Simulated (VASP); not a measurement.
Here is a VASP 6.6.1 calculation.

The input INCAR:

```
SYSTEM = Cu6H
  ALGO = Normal
  DIPOL = 0.5 0.5 0.293
  EDIFF = 1E-6
  ENCUT = 520
  GGA = PE
  IDIPOL = 3
  ISIF = 2
  ISMEAR = 0
  LASPH = .TRUE.
  LCHARG = .FALSE.
  LDIPOL = .TRUE.
  LREAL = .FALSE.
  LWAVE = .FALSE.
  NBANDS = 80
  NELM = 100
  PREC = Accurate
  SIGMA = 0.1
```

The input KPOINTS:

```
k-points
0
G
  5 5 1
  0 0 0
```

Contents of POSCAR:

```
Cu6H
1.0
    5.1332392722      0.0000000000      0.0000000000
    0.0000000000      5.1332392722      0.0000000000
    0.0000000000      0.0000000000     21.5289058579
Cu H
12 2
Direct
    0.2500000000      0.2500000000      0.1857967157
    0.2500000000      0.7500000000      0.1857967157
    0.7500000000      0.2500000000      0.1857967157
    0.7500000000      0.7500000000      0.1857967157
    0.0000000000      0.0000000000      0.2677566944
    0.0000000000      0.5000000000      0.2677566944
    0.5000000000      0.0000000000      0.2677566944
    0.5000000000      0.5000000000      0.2677566944
    0.2500000000      0.2500000000      0.3497114952
    0.2500000000      0.7500000000      0.3497114952
    0.7500000000      0.2500000000      0.3497114952
    0.7500000000      0.7500000000      0.3497114952
    0.1866871516      1.0000000000      0.4449323120
    0.3133128484      1.0000000000      0.4449323120
```

Potentials or basis: VASP PAW PBE potentials, release 64 (Cu, H).

Launch:

```sh
$ cat potpaw_PBE.64/Cu/POTCAR potpaw_PBE.64/H/POTCAR > POTCAR
$ mpirun -np 1 vasp_std > vasp.out
```

Estimate the largest force.

5.220 eV/Å.

Estimate the band gap on the k mesh.

zero (bands 67 and 68 overlap by 1.09 eV).

Forces in eV/Å, atoms in the order of the input:
```
Cu   0.000 -0.004 -0.049
Cu   0.000  0.004 -0.049
Cu   0.000 -0.002 -0.029
Cu   0.000  0.002 -0.029
Cu   0.007  0.000 -0.014
Cu   0.022  0.000  0.026
Cu  -0.007  0.000 -0.014
Cu  -0.022  0.000  0.026
Cu   0.000  0.123 -0.098
Cu   0.000 -0.123 -0.098
Cu   0.000  0.045 -0.056
Cu   0.000 -0.045 -0.056
H   -5.216  0.000  0.222
H    5.216  0.000  0.222
```
